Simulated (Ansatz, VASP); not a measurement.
## One calculation of C, two programs

```
C
1.0
     0.00000    1.93987    1.87960
     1.53806    0.00000    1.87960
     1.53806    1.93987    0.00000
C
2
Direct
  0.50000 0.50000 0.50000
  0.75000 0.75000 0.75000
```

Change from the starting cell: strain +e along x and -e along y -0.1125, strain +e along z and -e/2 along x and y +0.0525.

Alike in both runs: task single point; functional PBE; k mesh 12 × 12 × 12; occupations gaussian, width 0.05 eV; no spin polarisation.

```csv
,VASP,Ansatz
version,VASP 6.6.1,Ansatz 0.2.0
potentials or method,"VASP PAW PBE potentials, release 64 (C), cutoff 520 eV","scalar-relativistic, plane waves, PAW"
valence electrons in the cell,8,8
```

|  | VASP | Ansatz | Ansatz less VASP |
| --- | --- | --- | --- |
| gap on the k mesh at the Fermi level (eV) | none | none | - |
| pressure (GPa) | 8.0 | 7.4 | -0.61 |
| traceless stress, the component that is largest in VASP (GPa) | 104.10 | 104.12 | +0.027 |

A gap of «none» marks a metal or a gap that the smearing closes. With one functional, cell and mesh, what is left measures potentials, basis and numerics.
